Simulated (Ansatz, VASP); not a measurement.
One calculation of TiC, two programs

```
CELL_PARAMETERS angstrom
0.00000 2.12595 2.16646
2.20697 0.00000 2.16646
2.20697 2.12595 0.00000
ATOMIC_POSITIONS crystal
Ti 0.00000 0.00000 0.00000
C 0.50000 0.50000 0.50000
```

Change from the starting cell: strain +0.0187 x Voigt [1, -1, 0, 0, 0, 0], atoms carried along.

Alike in both runs: task single point; functional PBE; k mesh 24 × 24 × 24; occupations gaussian, width 0.15 eV; no spin polarisation.

```csv
,VASP,Ansatz
version,VASP 6.6.1,Ansatz 0.2.0
potentials or method,"VASP PAW PBE potentials, release 64 (Ti_sv, C), cutoff 520 eV","scalar-relativistic, plane waves, PAW"
valence electrons in the cell,16,16
```

```tsv
	VASP	Ansatz	Ansatz less VASP
gap on the k mesh at the Fermi level (eV)	none	none	-
pressure (GPa)	0.8	0.6	-0.19
traceless stress, the component that is largest in VASP (GPa)	7.62	7.57	-0.054
```

A gap of «none» marks a metal or a gap that the smearing closes.
